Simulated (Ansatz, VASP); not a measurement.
## BeSeO4 in VASP and in Ansatz

The input INCAR:

```
SYSTEM = BeSeO4
PREC     = Accurate       ! precision mode
ENCUT    = 520            ! plane-wave cutoff, eV
EDIFF    = 1E-6           ! SCF threshold, eV
ISMEAR   = 0              ! smearing method
SIGMA    = 0.1            ! smearing width, eV
LREAL    = .False.        ! projectors in reciprocal space
LASPH    = .True.         ! aspherical terms in the spheres
NELM     = 60             ! most SCF steps
ALGO     = Normal         ! electronic algorithm
ISIF     = 2              ! what is computed and relaxed
LWAVE    = .False.        ! write WAVECAR
LCHARG   = .False.        ! write CHGCAR
GGA      = PE             ! functional
NBANDS   = 44             ! bands
```

File KPOINTS:

```
regular mesh
0
Gamma
  6 6 2
  0 0 0
```

POSCAR

```
BeSeO4
1.0
    5.3186627000      0.0000000000      0.0000000000
   -2.6593313000      4.6060970000      0.0000000000
    0.0000000000      0.0000000000      8.6802249000
Be Se O
2 2 8
Direct
    0.6666667000      0.3333333000      0.0775050000
    0.3333333000      0.6666667000      0.5775050000
    0.6666667000      0.3333333000      0.4524460000
    0.3333333000      0.6666667000      0.9524460000
    0.6666667000      0.3333333000      0.2642940000
    0.5005690000      0.0011380000      0.0148790000
    0.5005690000      0.4994310000      0.0148790000
    0.9988620000      0.4994310000      0.0148790000
    0.0011380000      0.5005690000      0.5148790000
    0.4994310000      0.5005690000      0.5148790000
    0.4994310000      0.9988620000      0.5148790000
    0.3333333000      0.6666667000      0.7642940000
```

Input for Ansatz:

```yaml
crystal:
  lattice:
    - [5.3186627, 0.0, 0.0]
    - [-2.6593313, 4.606097, 0.0]
    - [0.0, 0.0, 8.6802249]
  atoms:
    - { symbol: Be, position: [0.6666667, 0.3333333, 0.077505] }
    - { symbol: Be, position: [0.3333333, 0.6666667, 0.577505] }
    - { symbol: Se, position: [0.6666667, 0.3333333, 0.452446] }
    - { symbol: Se, position: [0.3333333, 0.6666667, 0.952446] }
    - { symbol: O, position: [0.6666667, 0.3333333, 0.264294] }
    - { symbol: O, position: [0.500569, 0.001138, 0.014879] }
    - { symbol: O, position: [0.500569, 0.499431, 0.014879] }
    - { symbol: O, position: [0.998862, 0.499431, 0.014879] }
    - { symbol: O, position: [0.001138, 0.500569, 0.514879] }
    - { symbol: O, position: [0.499431, 0.500569, 0.514879] }
    - { symbol: O, position: [0.499431, 0.998862, 0.514879] }
    - { symbol: O, position: [0.3333333, 0.6666667, 0.764294] }
basis:
  ecutwfc: 420
kpoints:
  mp_grid: { grid: [6, 6, 2] }
hamiltonian:
  xc: pbe
scf:
  occupations: { method: gaussian, width: 0.1 }
  lower_state_search: "off"
output:
  forces: true
  stress: true
  eigenvalues: true
```

Alike in both runs: task single point; functional PBE; k mesh 6 × 6 × 2; occupations gaussian, width 0.1 eV; no spin polarisation.

```csv
,VASP,Ansatz
version,VASP 6.6.1,Ansatz 0.2.0
potentials or method,"VASP PAW PBE potentials, release 64 (Be, Se, O), cutoff 520 eV","scalar-relativistic, plane waves, PAW"
valence electrons in the cell,64,84
```

```csv
,VASP,Ansatz,Ansatz less VASP
gap on the k mesh at the Fermi level (eV),3.46,3.50,+0.034
least direct gap on the mesh (eV),3.46,3.50,+0.034
pressure (GPa),0.8,0.0,-0.76
rms of the force components (eV/Å),0.130,0.003,-0.1270
```

Atom by atom the forces differ by 0.127 eV/Å (rms over components). One of these differences is far larger than is usual between the two programs; its cause wasn't traced. VASP's potentials hold 64 valence electrons a cell and Ansatz's 84, so a difference there can come from the potentials and not from the codes.
